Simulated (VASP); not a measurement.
Input of a VASP 6.6.1 run:

File INCAR:

```
ALGO = Normal
EDIFF = 1E-6
ENCUT = 520
GGA = PE
ISIF = 2
ISMEAR = -1
LASPH = True
LCHARG = False
LREAL = False
LWAVE = False
NBANDS = 26
NELM = 100
PREC = Accurate
SIGMA = 0.05
```

KPOINTS

```
k-points
0
Gamma
  11 11 11
```

File POSCAR:

```
NbP
1.0
   -1.6735361323      1.6735361323      5.7147473488
    1.6735361323     -1.6735361323      5.7147473488
    1.6735361323      1.6735361323     -5.7147473488
Nb P
2 2
Direct
    0.2500363091      0.7500363091      0.5000000000
    0.5000363091      0.5000363091      0.0000000000
    0.8325922609      0.3325922609      0.5000000000
    0.0825922609      0.0825922609      0.0000000000
```

Potentials or basis: VASP PAW PBE potentials, release 64 (Nb_sv, P).

Command:

```sh
$ cat potpaw_PBE.64/Nb_sv/POTCAR potpaw_PBE.64/P/POTCAR > POTCAR
$ mpirun -np 1 vasp_std > vasp.out
```

**Question.** What does it give for the pressure?

**Answer.** -0.4 GPa.
